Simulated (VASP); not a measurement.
Wanted: the native input for a VASP 6.6.1 run.

| Quantity | Value |
| --- | --- |
| Task | single point |
| Functional | PBE |
| Potentials or basis | VASP PAW PBE potentials, release 64 (Hf_pv, C) |
| Cutoff | 520 eV |
| k mesh | 12 × 12 × 8 |
| Occupations | gaussian, width 0.05 eV |
| Spin | no spin polarisation |
| Dipole correction | no |
| Further INCAR settings | ALGO = Normal; EDIFF = 1e-06; NBANDS = 22 |

The structure of HfC lies in POSCAR:

```
HfC
1.0
    3.2654257436      0.0000000000      0.0000000000
   -1.6327128718      2.8279416482      0.0000000000
    0.0000000000      0.0000000000      5.7686983432
Hf C
2 2
Direct
    0.0000000000      0.0000000000      0.0000000000
    0.0000000000      0.0000000000      0.5000000000
    0.3333333333      0.6666666667      0.2500000000
    0.6666666667      0.3333333333      0.7500000000
```

The input as run:

INCAR

```
PREC     = Accurate       # precision mode
ENCUT    = 520            # plane-wave cutoff, eV
EDIFF    = 1E-6           # SCF threshold, eV
ISMEAR   = 0              # smearing method
SIGMA    = 0.05           # smearing width, eV
LREAL    = False          # projectors in reciprocal space
LASPH    = True           # aspherical terms in the spheres
NELM     = 60             # most SCF steps
ALGO     = Normal         # electronic algorithm
ISIF     = 2              # what is computed and relaxed
LWAVE    = False          # write WAVECAR
LCHARG   = False          # write CHGCAR
GGA      = PE             # functional
NBANDS   = 22             # bands
```

KPOINTS

```
Automatic mesh
0
Gamma
  12 12 8
```

Potentials or basis: VASP PAW PBE potentials, release 64 (Hf_pv, C).

Command:

```bash
$ cat potpaw_PBE.64/Hf_pv/POTCAR potpaw_PBE.64/C/POTCAR > POTCAR
$ mpirun -np 1 vasp_std > vasp.out
```

Results of the run:

```
Pressure               : -0.8 GPa
Band gap on the k mesh : zero (bands 14 and 15 overlap by 1.62 eV)
```

Caveat: spin-orbit coupling is left out, which moves the levels of the heavy elements.

Run time: 110 s on 1 thread of AMD EPYC 7R13 (shared host), peak memory 0.24 GiB.
